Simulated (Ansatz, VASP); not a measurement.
**Zr2Zn: VASP beside Ansatz**

```
Zr Zn
1.0
    -1.64365    1.64365    5.66975
     1.64365   -1.64365    5.66975
     1.64365    1.64365   -5.66975
Zr Zn
2 1
Direct
  0.65614 0.65614 0.00000
  0.34386 0.34386 0.00000
  0.00000 0.00000 0.00000
```

Alike in both runs: task single point; functional PBEsol; k mesh 15 × 15 × 15; occupations fermi-dirac, width 0.05 eV; no spin polarisation.

|  | VASP | Ansatz |
| --- | --- | --- |
| version | VASP 6.6.1 | Ansatz 0.2.0 |
| potentials or method | VASP PAW PBE potentials, release 64 (Zr_sv, Zn), cutoff 520 eV | all-electron LAPW, scalar-relativistic |

VASP gave:

```
pressure (GPa)                     : -3.6
rms of the force components (eV/Å) : 0.022
```

Estimate Ansatz's values.

pressure (GPa): -3.7; rms of the force components (eV/Å): 0.018.

VASP's potentials were made for PBE, not for PBEsol. Atom by atom the forces differ by 0.003 eV/Å (rms over components). Ansatz ran all-electron here, and VASP with PAW potentials.
